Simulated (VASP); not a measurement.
Write the native input for VASP 6.6.1 that does the following.

| Property | Result |
| --- | --- |
| Task | single point |
| Functional | RPBE |
| Potentials or basis | VASP PAW PBE potentials, release 64 (Tl_d) |
| Cutoff | 520 eV |
| k mesh | 16 × 16 × 9 |
| Occupations | fermi-dirac, width 0.1 eV |
| Spin | no spin polarisation |
| Dipole correction | no |
| Further INCAR settings | ALGO = Normal; EDIFF = 1e-07; NBANDS = 20 |

The structure of Tl lies in POSCAR:

```
Tl
1.0
    3.7858478101      0.0000000000      0.0000000000
   -1.8929239050      3.2786403784      0.0000000000
    0.0000000000      0.0000000000      5.8869026169
Tl
2
Direct
    0.3333333333      0.6666666667      0.2500000000
    0.6666666667      0.3333333333      0.7500000000
```

The input as run:

INCAR

```
ALGO = Normal
EDIFF = 1E-7
ENCUT = 520
GGA = RP
ISIF = 2
ISMEAR = -1
LASPH = True
LCHARG = True
LELF = True
LREAL = False
LVHAR = True
LWAVE = False
NBANDS = 20
NELM = 60
PREC = Accurate
SIGMA = 0.1
```

KPOINTS

```
k-points
0
Gamma
  16 16 9
```

Potentials or basis: VASP PAW PBE potentials, release 64 (Tl_d).

Run with:

```bash
$ cat potpaw_PBE.64/Tl_d/POTCAR > POTCAR
$ mpirun -np 1 vasp_std > vasp.out
```

It gave:

The pressure is -1.3 GPa and the band gap on the k mesh is zero (bands 13 and 14 overlap by 3.54 eV).

Caveat: the PAW data sets were made with another functional, which shifts forces and pressure a little; spin-orbit coupling is left out, which moves the levels of the heavy elements.

It took 2.6 min on 1 thread of Intel(R) Xeon(R) Platinum 8375C CPU @ 2.90GHz (Ice Lake) (shared host), peak memory 0.3 GiB.
